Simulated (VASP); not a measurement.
# BeNb2CuAg12 in VASP: further runs

Runs on BeNb2CuAg12. Level: PBE. Tasks: single point.

All numbers are computed with VASP 6.6.1; they aren't measurements. Logs are shortened: lines on timing, memory, paths and dates and some standing lists are left out, and cuts for length are marked.

### 1 The cell of the first run

The cell holds an amorphous packing of atoms, 16 atoms: a = 6.521 Å, b = 6.253 Å, c = 6.507 Å, α = 90.50°, β = 90.86°, γ = 95.43°.

### 2 Single point, PBE

INCAR reads:

```
ALGO = Normal
EDIFF = 1E-6
ENCUT = 520
GGA = PE
ISIF = 2
ISMEAR = -1
ISYM = 0
LASPH = T
LCHARG = F
LREAL = Auto
LWAVE = F
NBANDS = 100
NELM = 60
PREC = Accurate
SIGMA = 0.1818
```

KPOINTS reads:

```
Automatic mesh
0
Gamma
  1 1 1
  0.25 0.25 0.25
```

POSCAR reads:

```
BeNb2CuAg12
1.0
    6.5133610000     -0.3026030000     -0.0497390000
   -0.3026030000      6.2459810000     -0.0287500000
   -0.0497390000     -0.0287500000      6.5065590000
Ag Nb Be Cu
12 2 1 1
Direct
    0.5503991242      0.4721742569      0.8294264775
    0.2650360344      0.1311032822      0.6189534048
    0.5377124881      0.8895211878      0.3697052491
    0.0837491732      0.3613244201      0.2829117014
    0.7587800989      0.0865426851      0.0114724335
    0.0561059219      0.8826224636      0.8794893043
    0.8340575722      0.1655438733      0.5963326508
    0.0826601250      0.4461200591      0.8607725502
    0.7791957059      0.5678632284      0.1436861608
    0.8191168196      0.6542687164      0.5723048507
    0.4922794061      0.4117439485      0.3463184033
    0.4786174441      0.8796641036      0.7705461975
    0.0281128206      0.9373610341      0.3049455839
    0.3629749136      0.1159212596      0.0975195561
    0.3123931489      0.6911222260      0.0922152380
    0.2485745622      0.6524302632      0.5480911216
```

Potentials or basis: VASP PAW PBE potentials, release 64 (Ag, Nb_sv, Be, Cu).

Started as:

```sh
cat potpaw_PBE.64/Ag/POTCAR potpaw_PBE.64/Nb_sv/POTCAR potpaw_PBE.64/Be/POTCAR potpaw_PBE.64/Cu/POTCAR > POTCAR
mpirun -np 1 vasp_std > vasp.out
```

OUTCAR:

```text
EDIFF = 1E-6
   ENCUT = 520
   GGA = PE
   ISIF = 2
   ISMEAR = -1
   ISYM = 0
   LASPH = T
   LREAL = Auto
   NELM = 60
   PREC = Accurate

 ion  position               nearest neighbor table
   1  0.550  0.472  0.829-   9 2.55  10 2.63  12 2.66  15 2.77  16 2.97   2 3.00  14 3.02   8 3.05
                             5 3.11  11 3.18   7 3.18  11 3.41   8 3.49
   2  0.265  0.131  0.619-  12 2.41   6 2.62  13 2.75  11 2.84   7 2.84   8 2.87   4 2.92   3 2.94
                             1 3.00  16 3.02  14 3.17
   3  0.538  0.890  0.370-  15 2.55  16 2.58  14 2.59  12 2.64  10 2.78   7 2.85   2 2.94   5 2.97
                            11 2.98   9 3.05  13 3.22  11 3.31
   4  0.084  0.361  0.283-   9 2.62  16 2.64  13 2.65  11 2.68  15 2.74  14 2.77   8 2.80   7 2.84
                             2 2.92   5 3.12  10 3.24
   5  0.759  0.087  0.011-   6 2.57  12 2.63  14 2.67   7 2.79  13 2.80   3 2.97   8 3.11   1 3.11
                             9 3.11   4 3.12   9 3.38  11 3.55
   6  0.056  0.883  0.879-  15 2.55   5 2.57   2 2.62  14 2.73   8 2.75  13 2.80  10 2.80  12 2.86
                            16 2.94   7 3.01   9 3.09   8 3.51
   7  0.834  0.166  0.596-  13 2.76   5 2.79   8 2.83   2 2.84   4 2.84   3 2.85   6 3.01  12 3.03
                            10 3.07   1 3.18  10 3.19  11 3.25
   8  0.083  0.446  0.861-  15 2.51  16 2.61   6 2.75   4 2.80   7 2.83   2 2.87   9 2.87  10 2.92
                             1 3.05   5 3.11  14 3.27   1 3.49   6 3.51
   9  0.779  0.568  0.144-  11 2.44   1 2.55   4 2.62  10 2.84   8 2.87  13 2.88   3 3.05   6 3.09
                             5 3.11   5 3.38
  10  0.819  0.654  0.572-   1 2.63  13 2.77   3 2.78   6 2.80  16 2.81   9 2.84  11 2.87   8 2.92
                            12 3.04   7 3.07   7 3.19   4 3.24
  11  0.492  0.412  0.346-   9 2.44  14 2.52  16 2.64   4 2.68  15 2.75   2 2.84  10 2.87   3 2.98
                             1 3.18   7 3.25   3 3.31   1 3.41   5 3.55
  12  0.479  0.880  0.771-   2 2.41  16 2.42  15 2.61   5 2.63   3 2.64   1 2.66  14 2.74   6 2.86
                             7 3.03  10 3.04
  13  0.028  0.937  0.305-   4 2.65  14 2.74   2 2.75   7 2.76  10 2.77   6 2.80   5 2.80  16 2.87
                             9 2.88   3 3.22
  14  0.363  0.116  0.098-  11 2.52   3 2.59  15 2.65   5 2.67   6 2.73  12 2.74  13 2.74   4 2.77
                             1 3.02   2 3.17   8 3.27
  15  0.312  0.691  0.092-   8 2.51   6 2.55   3 2.55  12 2.61  14 2.65   4 2.74  11 2.75   1 2.77

  16  0.249  0.652  0.548-  12 2.42   3 2.58   8 2.61   4 2.64  11 2.64  10 2.81  13 2.87   6 2.94
                             1 2.97   2 3.02

IMPORTANT INFORMATION: All symmetrisations will be switched off!
NOSYMM: (Re-)initialisation of all symmetry stuff for point group C_1.

----------------------------------------------------------------------------------------

                                     Primitive cell

  volume of cell :     264.0845

  direct lattice vectors                    reciprocal lattice vectors
     6.513361000 -0.302603000 -0.049739000     0.153886430  0.007461000  0.001209343
    -0.302603000  6.245981000 -0.028750000     0.007461000  0.160467947  0.000766082
    -0.049739000 -0.028750000  6.506559000     0.001209343  0.000766082  0.153703698

  length of vectors
     6.520576206  6.253372993  6.506812626     0.154071939  0.160643130  0.153710364

  position of ions in fractional coordinates (direct lattice)
     0.550399124  0.472174257  0.829426478
     0.265036034  0.131103282  0.618953405
     0.537712488  0.889521188  0.369705249
     0.083749173  0.361324420  0.282911701
     0.758780099  0.086542685  0.011472434
     0.056105922  0.882622464  0.879489304
[... 8 lines left out ...]
     0.312393149  0.691122226  0.092215238
     0.248574562  0.652430263  0.548091122

  ion indices of the primitive-cell ions
   primitive index   ion index
                 1           1
                 2           2
                 3           3
                 4           4
                 5           5
                 6           6
[... 8 lines left out ...]
                15          15
                16          16

----------------------------------------------------------------------------------------

 KPOINTS: Automatic mesh

Automatic generation of k-mesh.
 Grid dimensions read from file:
 generate k-points for:    1    1    1

 Generating k-lattice:

  Cartesian coordinates                     Fractional coordinates (reciprocal lattice)
     0.153886430  0.007461000  0.001209343     1.000000000 -0.000000000  0.000000000
     0.007461000  0.160467947  0.000766082     0.000000000  1.000000000  0.000000000
     0.001209343  0.000766082  0.153703698     0.000000000  0.000000000  1.000000000

  Length of vectors
     0.154071939  0.160643130  0.153710364

  Shift w.r.t. Gamma in fractional coordinates (k-lattice)
     0.250000000  0.250000000  0.250000000

 Subroutine IBZKPT returns following result:
 ===========================================

 Found      1 irreducible k-points:

 Following reciprocal coordinates:
            Coordinates               Weight
  0.250000  0.250000  0.250000      2.000000
   k-points           NKPTS =      1   k-points in BZ     NKDIM =      1   number of bands    NBANDS=    100
   number of dos      NEDOS =    301   number of ions     NIONS =     16
   total plane-waves  NPLWV = 110592
   dimension x,y,z NGX =    48 NGY =   48 NGZ =   48
   dimension x,y,z NGXF=    96 NGYF=   96 NGZF=   96
   ions per type =              12   2   1   1
   NGX,Y,Z   is equivalent  to a cutoff of  12.24, 12.76, 12.26 a.u.
   NGXF,Y,Z  is equivalent  to a cutoff of  24.48, 25.52, 24.53 a.u.
 SYSTEM =  unknown system
   PREC   = accura    normal or accurate (medium, high low for compatibility)
   ISTART =      0    job   : 0-new  1-cont  2-samecut
   ICHARG =      2    charge: 1-file 2-atom 10-const
   ISPIN  =      1    spin polarized calculation?
   LNONCOLLINEAR =      F non collinear calculations
   LSORBIT =      F    spin-orbit coupling
   LASPH  =      T    aspherical Exc in radial PAW
   ENCUT  =  520.0 eV  38.22 Ry    6.18 a.u.  12.12 11.63 12.10*2*pi/ulx,y,z
   NELM   =     60;   NELMIN=  2; NELMDL= -5     # of ELM steps
   EDIFF  = 0.1E-05   stopping-criterion for ELM
   LREAL  =      T    real-space projection
   EDIFFG = 0.1E-04   stopping-criterion for IOM
   NSW    =      0    number of steps for IOM
   IBRION =     -1    ionic relax: 0-MD 1-quasi-New 2-CG
   NFREE  =      0    steps in history (QN), initial steepest desc. (CG)
   ISIF   =      2    stress and relaxation
   ISYM   =      0    0-nonsym 1-usesym 2-fastsym
   POTIM  = 0.5000    time-step for ionic-motion
   TEBEG  =    0.0;   TEEND  =   0.0 temperature during run
   PSTRESS=    0.0 pullay stress
   NELECT =     171.0000    total number of electrons
   NUPDOWN=      -1.0000    fix difference up-down
   EMIN   =  10.00;   EMAX   =-10.00  energy-range for DOS
   EFERMI =   0.00;   METHOD = LEGACY
   ISMEAR =    -1;   SIGMA  =   0.18  broadening in eV -4-tet -1-fermi 0-gaus
   EFERMI_NEDOS =   21; number of points for ismear=-14 and -15
   IALGO  =     38    algorithm
   IMIX   =      4    mixing-type and parameters
     AMIX     =   0.40;   BMIX     =  1.00
     AMIX_MAG =   1.60;   BMIX_MAG =  1.00
  volume/ion in A,a.u.               =      16.51       111.38
  Fermi-wavevector in a.u.,A,eV,Ry     =   1.416313  2.676443 27.292505  2.005943
  Thomas-Fermi vector in A             =   2.537660
   LORBIT       =      0    0 simple, 1 ext, 2 COOP (PROOUT), +10 PAW based schemes
   GGA     = PE    functional components
   LHFCALC =     F    Hartree Fock is set to
   AEXX    =    0.0000 exact exchange contribution
   IVDW    =     0    specifies the selected vdW correction
   LEPSILON=     F    determine dielectric tensor
   LRPA    =     F    only Hartree local field effects (RPA)
 non-spin polarized calculation
  energy-cutoff  :      520.00
  volume of cell :      264.08
 maximum number of plane-waves:      7120
 NGX is ok and might be reduce to    48
   NGX = 25   NGY = 23   NGZ = 25

 number of electron     171.0000003 magnetization

 Free energy of the ion-electron system (eV)
  ---------------------------------------------------
  ext. energy  EPLUGINS =         0.00000000
  ---------------------------------------------------
  free energy    TOTEN  =       -53.22167097 eV

  energy without entropy =      -52.13300015  energy(sigma->0) =      -52.67733556

 E-fermi :   8.9473     XC(G=0): -12.1171

 val. band max:        8.8974975102   @ k =   0.2500   0.2500   0.2500
 cond. band min:       9.1355302173   @ k =   0.2500   0.2500   0.2500
 fundamental gap:      0.2380327072
 Fermi energy:         8.9472688350

 k-point     1 :       0.2500    0.2500    0.2500
  band No.  band energies     occupation
      1     -46.0274      2.00000
      2     -45.9429      2.00000
      3     -22.3348      2.00000
      4     -22.2609      2.00000
      5     -22.1802      2.00000
      6     -22.1189      2.00000
[... 89 lines left out ...]
     96      11.8153      0.00000
     97      11.9490      0.00000
 [bands above 97 left out]

------------------------ aborting loop because EDIFF is reached ----------------------------------------

  FORCE on cell =-STRESS in cart. coord.  units (eV):
  Direction    XX          YY          ZZ          XY          YZ          ZX
  --------------------------------------------------------------------------------------
  -------------------------------------------------------------------------------------
  Total       18.2097111     18.0416965     23.5503066      3.0466080      3.7924107      5.2261157
  in kB      110.4767181    109.4573884    142.8776424     18.4835035     23.0082224     31.7063850
  external PRESSURE =     120.9372497 kB  Pullay stress =       0.0000000 kB

 VOLUME and BASIS-vectors are now :
 -----------------------------------------------------------------------------
  energy-cutoff  :      520.00
  volume of cell :      264.08
      direct lattice vectors                 reciprocal lattice vectors
     6.513361000 -0.302603000 -0.049739000     0.153886430  0.007461000  0.001209343
    -0.302603000  6.245981000 -0.028750000     0.007461000  0.160467947  0.000766082
    -0.049739000 -0.028750000  6.506559000     0.001209343  0.000766082  0.153703698

 POSITION                                       TOTAL-FORCE (eV/Angst)
 -----------------------------------------------------------------------------------
      3.40081      2.75879      5.35576        -1.381694     -1.457280     -0.385751
      1.65582      0.72087      4.01030        -0.593326      2.870451     -1.303817
      3.21475      5.38259      2.35319         0.721054     -0.240106     -0.762858
      0.42208      2.22335      1.82623        -0.313350      1.253007      0.512420
      4.91545      0.31061      0.03442         0.331938      1.372065      0.943881
      0.05461      5.47058      5.69428        -0.157521     -1.382215     -0.678055
[... 8 lines left out ...]
      1.82101      4.21955      0.56460        -0.221489      0.020356      0.545120
      1.39437      3.98409      3.53507        -1.041890     -0.143578     -0.818175
 -----------------------------------------------------------------------------------
    total drift:                                0.006435      0.002026     -0.000077

  FREE ENERGIE OF THE ION-ELECTRON SYSTEM (eV)
  ---------------------------------------------------
  free  energy   TOTEN  =       -53.2216709733 eV

  energy  without entropy=      -52.1330001516  energy(sigma->0) =      -52.67733556
```

It took 1.9 min on 1 thread of Intel Xeon Platinum 8259CL at 2.50GHz (Skylake/Cascade Lake), shared host; peak memory 0.34 GiB.

Results:

* Free energy: -53.2217 eV
* Pressure: 12.1 GPa
* Largest force: 3.208 eV/Å

Forces in eV/Å, atoms in the order of the input:
```
Ag  -1.382 -1.457 -0.386
Ag  -0.593  2.870 -1.304
Ag   0.721 -0.240 -0.763
Ag  -0.313  1.253  0.512
Ag   0.332  1.372  0.944
Ag  -0.158 -1.382 -0.678
Ag  -0.789  0.198  0.196
Ag   0.140 -0.647  0.207
Ag   1.501  1.453 -0.814
Ag   0.612 -0.347  0.016
Ag  -0.259  0.319  2.353
Ag   2.318 -1.271  1.582
Nb   1.675 -2.018 -0.580
Nb  -2.540  0.021 -1.013
Be  -0.221  0.020  0.545
Cu  -1.042 -0.144 -0.818
```

Stress tensor (GPa, compression positive):
```
11.05  1.85  3.17
 1.85 10.95  2.30
 3.17  2.30 14.29
```

Levels at points of the mesh, in eV from the Fermi level:
```csv
k point,band 84,band 85,band 86,band 87,band 88,band 89
"(0.25, 0.25, 0.25)",-0.31,-0.16,-0.05,0.19,0.35,0.68
```

Caveat: the k points lie up to 1.01 Å⁻¹ apart.

### 3 Single point, PBE

INCAR reads:

```
SYSTEM = BeNb2CuAg12
PREC = Accurate
ENCUT = 520
EDIFF = 1E-7
ISMEAR = -1
SIGMA = 0.131
LREAL = Auto
LASPH = .TRUE.
NELM = 80
ALGO = Normal
ISIF = 2
LWAVE = .FALSE.
LCHARG = .FALSE.
GGA = PE
ISYM = 0
NBANDS = 100
```

KPOINTS is that of step 2.

POSCAR reads:

```
BeNb2CuAg12
1.0
    6.5133610000     -0.3026030000     -0.0497390000
   -0.3026030000      6.2459810000     -0.0287500000
   -0.0497390000     -0.0287500000      6.5065590000
Ag Nb Be Cu
12 2 1 1
Direct
    0.5234981622      0.4625880271      0.8253883014
    0.2686914481      0.1668125823      0.6146567342
    0.5292315513      0.8733176090      0.3733613004
    0.0695229029      0.3781424052      0.2921196279
    0.7495579686      0.1095199695      0.0025446573
    0.0587557897      0.8722973889      0.8793474407
    0.8383405187      0.1181362999      0.5797470887
    0.1026342003      0.4372899480      0.8638361703
    0.7930537812      0.5917705135      0.1248323583
    0.8228247734      0.6338812611      0.5395849892
    0.4959759075      0.4182519044      0.3640574208
    0.5124667518      0.8993433116      0.7937829664
    0.0537550691      0.9147547697      0.2845379444
    0.3174502991      0.1188718906      0.0699532929
    0.2858321841      0.6433381183      0.1387473744
    0.1956163549      0.6419133303      0.5328823991
```

Potentials or basis: VASP PAW PBE potentials, release 64 (Ag, Nb_sv, Be, Cu).

Started as:

```sh
cat potpaw_PBE.64/Ag/POTCAR potpaw_PBE.64/Nb_sv/POTCAR potpaw_PBE.64/Be/POTCAR potpaw_PBE.64/Cu/POTCAR > POTCAR
mpirun -np 1 vasp_std > vasp.out
```

Run time: 2 min. Hardware: 1 thread of Intel Xeon Platinum 8259CL at 2.50GHz (Skylake/Cascade Lake), shared host; peak memory 0.34 GiB.

Results (log left out):

- Free energy: -54.0553 eV
- Pressure: 12.4 GPa
- Largest force: 4.220 eV/Å

Forces in eV/Å, atoms in the order of the input:
```
Ag   0.128 -0.247 -0.126
Ag  -0.060 -0.532 -0.707
Ag  -0.434  0.417 -0.881
Ag  -0.490 -1.520 -0.244
Ag   2.324  2.190  2.759
Ag  -1.270 -1.721 -2.600
Ag  -0.500  0.574  0.214
Ag  -0.867 -0.325  0.061
Ag  -0.918  0.322 -1.315
Ag  -0.607 -0.041  1.580
Ag   0.057 -0.558 -0.132
Ag  -1.378 -2.481 -1.849
Nb   1.202  0.419  0.805
Nb   0.397  1.454  1.534
Be   0.416  0.686 -0.132
Cu   2.001  1.363  1.033
```

Stress tensor (GPa, compression positive):
```
12.62  5.12  4.16
 5.12 11.37  5.34
 4.16  5.34 13.24
```

Levels at points of the mesh, in eV from the Fermi level:
```
           k point  band 82  band 83  band 84  band 85  band 86  band 87  band 88  band 89
(0.25, 0.25, 0.25)    -1.04    -0.84    -0.39    -0.25     0.04     0.15     0.60     0.96
```

Caveat: the k points lie up to 1.01 Å⁻¹ apart.
